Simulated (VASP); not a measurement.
Wanted: the native input for a VASP 6.6.1 run.

* Task: single point
* Functional: r2SCAN
* Potentials or basis: VASP PAW PBE potentials, release 64 (Na_pv, F)
* Cutoff: 520 eV
* k mesh: 8 × 8 × 8
* Occupations: gaussian, width 0.01 eV
* Spin: no spin polarisation
* Dipole correction: no
* Further INCAR settings: ALGO = Normal; EDIFF = 1e-06; NBANDS = 14

The system is NaF (Villiaumite).

```
Na F
1.0
     0.00000    2.25035    2.25035
     2.25035    0.00000    2.25035
     2.25035    2.25035    0.00000
Na F
1 1
Direct
  0.00000 0.00000 0.00000
  0.50000 0.50000 0.50000
```

This cell differs from its parent crystal: volume changed by -6%.

The input as run:

POSCAR

```
NaF
1.0
    0.0000000000      2.2503461397      2.2503461397
    2.2503461397      0.0000000000      2.2503461397
    2.2503461397      2.2503461397      0.0000000000
Na F
1 1
Direct
    0.0000000000      0.0000000000      0.0000000000
    0.5000000000      0.5000000000      0.5000000000
```

INCAR.step1

```
PREC = Accurate ; ENCUT = 520
ISMEAR = 0 ; SIGMA = 0.01
LREAL = False ; LASPH = True
NELM = 100 ; NBANDS = 14
GGA = PE ; ALGO = Normal
EDIFF = 1E-4 ; LWAVE = True
LCHARG = False
```

INCAR.step2

```
PREC = Accurate ; ENCUT = 520
EDIFF = 1E-6 ; ISMEAR = 0
SIGMA = 0.01 ; LREAL = False
LASPH = True ; NELM = 100
ALGO = Normal ; ISIF = 2
LWAVE = False ; LCHARG = True
METAGGA = R2SCAN ; LMIXTAU = True
LELF = True ; LVHAR = True
NBANDS = 14 ; ISTART = 1
```

KPOINTS

```
regular mesh
0
Gamma
  8 8 8
```

Potentials or basis: VASP PAW PBE potentials, release 64 (Na_pv, F).

Run with:

```sh
$ cat potpaw_PBE.64/Na_pv/POTCAR potpaw_PBE.64/F/POTCAR > POTCAR
$ cp INCAR.step1 INCAR
$ mpirun -np 1 vasp_std > vasp.out
$ cp INCAR.step2 INCAR
$ mpirun -np 1 vasp_std > vasp.out
```

It gave:

- Pressure: 3.2 GPa
- Band gap on the k mesh: 7.70 eV, direct

Caveat: the PAW data sets were made with another functional, which shifts forces and pressure a little.

Run time: 21 s on 1 thread of AMD EPYC 9R45 96-Core Processor (Zen 5), with other jobs on the host, peak memory 0.11 GiB.
